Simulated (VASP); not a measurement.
# Au (Fm-3m) in VASP: notebook

Runs on Au. Level: RPBE. Tasks: single point.

All numbers are computed with VASP 6.6.1; they aren't measurements. Logs are shortened: lines on timing, memory, paths and dates and some standing lists are left out, and cuts for length are marked.

### Step 1. The cell of the first run

It takes space group Fm-3m (No. 225, cubic). Conventional cell: a = 4.023 Å, b = 4.023 Å, c = 4.023 Å, α = 90.00°, β = 90.00°, γ = 90.00°. Within 3.7 Å of Au (site symmetry m-3m) lie 12 Au at 2.84 Å.

### Step 2. Single point, RPBE (volume scaled by 0.88)

Input file INCAR:

```
ALGO = Normal
EDIFF = 1E-6
ENCUT = 520
GGA = RP
ISIF = 2
ISMEAR = -1
LASPH = True
LCHARG = False
LREAL = False
LWAVE = False
NBANDS = 12
NELM = 100
PREC = Accurate
SIGMA = 0.1
```

Input file KPOINTS:

```
k-points
0
Gamma
  21 21 21
```

Input file POSCAR:

```
Au
1.0
    0.0000000000      2.0113808110      2.0113808110
    2.0113808110      0.0000000000      2.0113808110
    2.0113808110      2.0113808110      0.0000000000
Au
1
Direct
    0.0000000000      0.0000000000      0.0000000000
```

Potentials or basis: VASP PAW PBE potentials, release 64 (Au).

On the command line:

```
cat potpaw_PBE.64/Au/POTCAR > POTCAR
mpirun -np 1 vasp_std > vasp.out
```

OUTCAR:

```text
EDIFF = 1E-6
   ENCUT = 520
   GGA = RP
   ISIF = 2
   ISMEAR = -1
   LASPH = True
   LREAL = False
   NELM = 100
   PREC = Accurate

 ion  position               nearest neighbor table
   1  0.000  0.000  0.000-

  LATTYP: Found a face centered cubic cell.
 ALAT       =     4.0227616220

  Lattice vectors:

 A1 = (   0.0000000000,   2.0113808110,   2.0113808110)
 A2 = (   2.0113808110,   0.0000000000,   2.0113808110)
 A3 = (   2.0113808110,   2.0113808110,   0.0000000000)

Analysis of symmetry for initial positions (statically):
=====================================================================
 Subroutine PRICEL returns:
 Original cell was already a primitive cell.

 Routine SETGRP: Setting up the symmetry group for a
 face centered cubic supercell.

 Subroutine GETGRP returns: Found 48 space group operations
 (whereof 48 operations were pure point group operations)
 out of a pool of 48 trial point group operations.

The static configuration has the point symmetry O_h .

Analysis of symmetry for dynamics (positions and initial velocities):
=====================================================================
 Subroutine PRICEL returns:
 Original cell was already a primitive cell.

 Routine SETGRP: Setting up the symmetry group for a
 face centered cubic supercell.

 Subroutine GETGRP returns: Found 48 space group operations
 (whereof 48 operations were pure point group operations)
 out of a pool of 48 trial point group operations.

The dynamic configuration has the point symmetry O_h .

 Subroutine INISYM returns: Found 48 space group operations
 (whereof 48 operations are pure point group operations),
 and found     1 'primitive' translations

----------------------------------------------------------------------------------------

                                     Primitive cell

  volume of cell :      16.2747

  direct lattice vectors                    reciprocal lattice vectors
     0.000000000  2.011380811  2.011380811    -0.248585448  0.248585448  0.248585448
     2.011380811  0.000000000  2.011380811     0.248585448 -0.248585448  0.248585448
     2.011380811  2.011380811  0.000000000     0.248585448  0.248585448 -0.248585448

  length of vectors
     2.844522022  2.844522022  2.844522022     0.430562626  0.430562626  0.430562626

  position of ions in fractional coordinates (direct lattice)
     0.000000000  0.000000000  0.000000000

  ion indices of the primitive-cell ions
   primitive index   ion index
                 1           1

[... 82 lines left out ...]
   NELECT =      11.0000    total number of electrons
   NUPDOWN=      -1.0000    fix difference up-down
   EMIN   =  10.00;   EMAX   =-10.00  energy-range for DOS
   EFERMI =   0.00;   METHOD = LEGACY
   ISMEAR =    -1;   SIGMA  =   0.10  broadening in eV -4-tet -1-fermi 0-gaus
   EFERMI_NEDOS =   21; number of points for ismear=-14 and -15
   IALGO  =     38    algorithm
   IMIX   =      4    mixing-type and parameters
     AMIX     =   0.40;   BMIX     =  1.00
     AMIX_MAG =   1.60;   BMIX_MAG =  1.00
  volume/ion in A,a.u.               =      16.27       109.83
  Fermi-wavevector in a.u.,A,eV,Ry     =   1.436707  2.714982 28.084138  2.064126
  Thomas-Fermi vector in A             =   2.555865
   LORBIT       =      0    0 simple, 1 ext, 2 COOP (PROOUT), +10 PAW based schemes
   GGA     = RP    functional components
   LHFCALC =     F    Hartree Fock is set to
   AEXX    =    0.0000 exact exchange contribution
   IVDW    =     0    specifies the selected vdW correction
   LEPSILON=     F    determine dielectric tensor
   LRPA    =     F    only Hartree local field effects (RPA)
 non-spin polarized calculation
  energy-cutoff  :      520.00
  volume of cell :       16.27
 maximum number of plane-waves:       452
 NGX is ok and might be reduce to    24
   NGX = 11   NGY = 11   NGZ = 11

 number of electron      11.0000000 magnetization

 Free energy of the ion-electron system (eV)
  ---------------------------------------------------
  ext. energy  EPLUGINS =         0.00000000
  ---------------------------------------------------
  free energy    TOTEN  =        -2.50584349 eV

  energy without entropy =       -2.49640004  energy(sigma->0) =       -2.50112177

 E-fermi :  10.4294     XC(G=0): -12.9163

 val. band max:       10.3407970461   @ k =   0.4762   0.3810   0.0476
 cond. band min:      10.4455885430   @ k =  -0.3810   0.1429   0.0000
 fundamental gap:      0.1047914969
 Fermi energy:        10.4294075396

 k-point     1 :       0.0000    0.0000    0.0000
  band No.  band energies     occupation
      1       0.0440      2.00000
      2       5.4077      2.00000
      3       5.4077      2.00000
      4       5.4077      2.00000
      5       7.0417      2.00000
      6       7.0417      2.00000
      7      24.7933      0.00000
      8      29.0868      0.00000
      9      29.0868      0.00000
     10      29.0868      0.00000
     11      34.1207      0.00000
     12      39.3121      0.00000
[... 331 lines left out ...]
 k-point    24 :      -0.3810    0.0476    0.0000
  band No.  band energies     occupation
      1       2.6807      2.00000
      2       5.4220      2.00000
      3       5.4842      2.00000
      4       7.1113      2.00000
      5       7.9331      2.00000
      6       8.5736      2.00000
      7      16.1488      0.00000
      8      24.7122      0.00000
      9      27.8068      0.00000
     10      29.0073      0.00000
     11      34.7533      0.00000
     12      35.4957      0.00000

 [... further k-points ...]

------------------------ aborting loop because EDIFF is reached ----------------------------------------

  FORCE on cell =-STRESS in cart. coord.  units (eV):
  Direction    XX          YY          ZZ          XY          YZ          ZX
  --------------------------------------------------------------------------------------
  -------------------------------------------------------------------------------------
  Total        2.2723009      2.2723009      2.2723009      0.0000000      0.0000000     -0.0000000
  in kB      223.6987327    223.6987327    223.6987327      0.0000000      0.0000000     -0.0000000
  external PRESSURE =     223.6987327 kB  Pullay stress =       0.0000000 kB

 VOLUME and BASIS-vectors are now :
 -----------------------------------------------------------------------------
  energy-cutoff  :      520.00
  volume of cell :       16.27
      direct lattice vectors                 reciprocal lattice vectors
     0.000000000  2.011380811  2.011380811    -0.248585448  0.248585448  0.248585448
     2.011380811  0.000000000  2.011380811     0.248585448 -0.248585448  0.248585448
     2.011380811  2.011380811  0.000000000     0.248585448  0.248585448 -0.248585448

 POSITION                                       TOTAL-FORCE (eV/Angst)
 -----------------------------------------------------------------------------------
      0.00000      0.00000      0.00000         0.000000      0.000000     -0.000000
 -----------------------------------------------------------------------------------
    total drift:                               -0.000000      0.000000     -0.000000

  FREE ENERGIE OF THE ION-ELECTRON SYSTEM (eV)
  ---------------------------------------------------
  free  energy   TOTEN  =        -2.5058434943 eV

  energy  without entropy=       -2.4964000442  energy(sigma->0) =       -2.50112177
```

OSZICAR:

```text
N       E                     dE             d eps       ncg     rms          rms(c)
DAV:   1     0.507294633271E+02    0.50729E+02   -0.56402E+03  7096   0.822E+02
DAV:   2    -0.204085390323E+01   -0.52770E+02   -0.49830E+02  8084   0.190E+02
DAV:   3    -0.272853573505E+01   -0.68768E+00   -0.68718E+00  8328   0.209E+01
DAV:   4    -0.273086448775E+01   -0.23288E-02   -0.23286E-02  8264   0.140E+00
DAV:   5    -0.273088082789E+01   -0.16340E-04   -0.16339E-04  8492   0.111E-01    0.108E+01
DAV:   6    -0.252808129014E+01    0.20280E+00   -0.48636E-01  7468   0.584E+00    0.679E+00
DAV:   7    -0.250789877017E+01    0.20183E-01   -0.77492E-02  8224   0.235E+00    0.275E+00
DAV:   8    -0.250584861583E+01    0.20502E-02   -0.32034E-03  7600   0.468E-01    0.251E-01
DAV:   9    -0.250583582345E+01    0.12792E-04   -0.15243E-05  8432   0.353E-02    0.185E-02
DAV:  10    -0.250584349502E+01   -0.76716E-05   -0.39711E-06  8176   0.199E-02    0.739E-04
DAV:  11    -0.250584349432E+01    0.70054E-09   -0.64330E-08  4492   0.196E-03
   1 F= -.25058435E+01 E0= -.25011218E+01  d E =-.944345E-02
```

stdout:

```text
POSCAR found type information on POSCAR Au
 POSCAR found :  1 types and       1 ions
 scaLAPACK will be used
 -----------------------------------------------------------------------------
|                                                                             |
|                                                                             |
|     You enforced a specific xc type in the INCAR file but a different       |
|     I HOPE YOU KNOW WHAT YOU ARE DOING!                                     |
|                                                                             |
 -----------------------------------------------------------------------------

 LDA part: xc-table for (Slater+PW92), standard interpolation
 POSCAR, INCAR and KPOINTS ok, starting setup
 FFT: planning ... GRIDC
 FFT: planning ... GRID_SOFT
 FFT: planning ... GRID
 WAVECAR not read
 entering main loop
```

Run time: 78 s. Hardware: 1 thread of AMD EPYC 7R43 (Zen 3), shared host; peak memory 0.14 GiB.

What came out:

```yaml
Free_energy: -2.5058 eV
Pressure: 22.4 GPa
```

Levels at points of the mesh, in eV from the Fermi level:
| k point | band 2 | band 3 | band 4 | band 5 | band 6 | band 7 | band 8 | band 9 | band 10 | band 11 |
| --- | --- | --- | --- | --- | --- | --- | --- | --- | --- | --- |
| (0.00, 0.00, 0.00) | -5.02 | -5.02 | -5.02 | -3.39 | -3.39 | 14.36 | 18.66 | 18.66 | 18.66 | 23.69 |

Caveat: the PAW data sets were made with another functional, which shifts forces and pressure a little; spin-orbit coupling is left out, which moves the levels of the heavy elements.

### Step 3. Single point, RPBE (volume scaled by 0.92)

Input file INCAR:

```
PREC     = Accurate       # precision mode
ENCUT    = 520            # plane-wave cutoff, eV
EDIFF    = 1E-7           # SCF threshold, eV
ISMEAR   = -1             # smearing method
SIGMA    = 0.1            # smearing width, eV
LREAL    = False          # projectors in reciprocal space
LASPH    = True           # aspherical terms in the spheres
NELM     = 100            # most SCF steps
ALGO     = Normal         # electronic algorithm
ISIF     = 2              # what is computed and relaxed
LWAVE    = False          # write WAVECAR
LCHARG   = True           # write CHGCAR
GGA      = RP             # functional
LELF     = True           # ELF
LVHAR    = True         
NBANDS   = 12             # bands
```

Input file KPOINTS:

```
regular mesh
0
Gamma
  21 21 21
```

Input file POSCAR:

```
Au
1.0
    0.0000000000      2.0414058467      2.0414058467
    2.0414058467      0.0000000000      2.0414058467
    2.0414058467      2.0414058467      0.0000000000
Au
1
Direct
    0.0000000000      0.0000000000      0.0000000000
```

Potentials or basis: VASP PAW PBE potentials, release 64 (Au).

On the command line:

```
cat potpaw_PBE.64/Au/POTCAR > POTCAR
mpirun -np 1 vasp_std > vasp.out
```

OUTCAR:

```text
PREC = Accurate
   ENCUT = 520
   EDIFF = 1E-7
   ISMEAR = -1
   LREAL = False
   LASPH = True
   NELM = 100
   ISIF = 2
   GGA = RP

 ion  position               nearest neighbor table
   1  0.000  0.000  0.000-

  LATTYP: Found a face centered cubic cell.
 ALAT       =     4.0828116934

  Lattice vectors:

 A1 = (   0.0000000000,   2.0414058467,   2.0414058467)
 A2 = (   2.0414058467,   0.0000000000,   2.0414058467)
 A3 = (   2.0414058467,   2.0414058467,   0.0000000000)

Analysis of symmetry for initial positions (statically):
=====================================================================
 Subroutine PRICEL returns:
 Original cell was already a primitive cell.

 Routine SETGRP: Setting up the symmetry group for a
 face centered cubic supercell.

 Subroutine GETGRP returns: Found 48 space group operations
 (whereof 48 operations were pure point group operations)
 out of a pool of 48 trial point group operations.

The static configuration has the point symmetry O_h .

[... 166 lines left out ...]
  band No.  band energies     occupation
      1      -0.2324      2.00000
      2       4.8963      2.00000
      3       4.8963      2.00000
      4       4.8963      2.00000
      5       6.4068      2.00000
      6       6.4068      2.00000
      7      24.1096      0.00000
      8      28.1472      0.00000
      9      28.1472      0.00000
     10      28.1472      0.00000
     11      33.0324      0.00000
     12      37.7049      0.00000
[... 331 lines left out ...]
 k-point    24 :      -0.3810    0.0476    0.0000
  band No.  band energies     occupation
      1       2.3350      2.00000
      2       4.9132      2.00000
      3       4.9706      2.00000
      4       6.5456      2.00000
      5       7.2352      2.00000
      6       7.8660      2.00000
      7      15.1467      0.00000
      8      23.9794      0.00000
      9      26.6684      0.00000
     10      27.8496      0.00000
     11      33.4939      0.00000
     12      34.1204      0.00000

 [... further k-points ...]

------------------------ aborting loop because EDIFF is reached ----------------------------------------

  FORCE on cell =-STRESS in cart. coord.  units (eV):
  Direction    XX          YY          ZZ          XY          YZ          ZX
  --------------------------------------------------------------------------------------
  -------------------------------------------------------------------------------------
  Total        1.3490586      1.3490586      1.3490586     -0.0000000      0.0000000      0.0000000
  in kB      127.0349875    127.0349875    127.0349875     -0.0000000      0.0000000      0.0000000
  external PRESSURE =     127.0349875 kB  Pullay stress =       0.0000000 kB

 VOLUME and BASIS-vectors are now :
 -----------------------------------------------------------------------------
  energy-cutoff  :      520.00
  volume of cell :       17.01
      direct lattice vectors                 reciprocal lattice vectors
     0.000000000  2.041405847  2.041405847    -0.244929249  0.244929249  0.244929249
     2.041405847  0.000000000  2.041405847     0.244929249 -0.244929249  0.244929249
     2.041405847  2.041405847  0.000000000     0.244929249  0.244929249 -0.244929249

 POSITION                                       TOTAL-FORCE (eV/Angst)
 -----------------------------------------------------------------------------------
      0.00000      0.00000      0.00000        -0.000000      0.000000     -0.000000
 -----------------------------------------------------------------------------------
    total drift:                                0.000000     -0.000000     -0.000000

  FREE ENERGIE OF THE ION-ELECTRON SYSTEM (eV)
  ---------------------------------------------------
  free  energy   TOTEN  =        -2.5865058340 eV

  energy  without entropy=       -2.5763658730  energy(sigma->0) =       -2.58143585
```

OSZICAR:

```text
N       E                     dE             d eps       ncg     rms          rms(c)
DAV:   1     0.502488264541E+02    0.50249E+02   -0.55616E+03  7184   0.814E+02
DAV:   2    -0.213376301548E+01   -0.52383E+02   -0.49371E+02  8108   0.187E+02
DAV:   3    -0.280653593320E+01   -0.67277E+00   -0.67207E+00  8328   0.205E+01
DAV:   4    -0.280883829524E+01   -0.23024E-02   -0.23023E-02  8268   0.138E+00
DAV:   5    -0.280885541010E+01   -0.17115E-04   -0.17115E-04  8460   0.114E-01    0.937E+00
DAV:   6    -0.260512050410E+01    0.20373E+00   -0.52257E-01  7472   0.597E+00    0.602E+00
DAV:   7    -0.258819224165E+01    0.16928E-01   -0.65556E-02  8184   0.214E+00    0.270E+00
DAV:   8    -0.258651039017E+01    0.16819E-02   -0.21913E-03  7556   0.375E-01    0.239E-01
DAV:   9    -0.258649729281E+01    0.13097E-04   -0.11672E-05  8472   0.304E-02    0.194E-02
DAV:  10    -0.258650589175E+01   -0.85989E-05   -0.49884E-06  7980   0.226E-02    0.158E-03
DAV:  11    -0.258650583400E+01    0.57748E-07   -0.82366E-08  8204   0.213E-03
   1 F= -.25865058E+01 E0= -.25814359E+01  d E =-.101400E-01
```

Wall time 71 s (1 thread of AMD EPYC 7R43 (Zen 3), shared host); peak memory 0.15 GiB.

What came out:

| Item | Value |
| --- | --- |
| Free energy | -2.5865 eV |
| Pressure | 12.7 GPa |

Caveat: the PAW data sets were made with another functional, which shifts forces and pressure a little; spin-orbit coupling is left out, which moves the levels of the heavy elements.
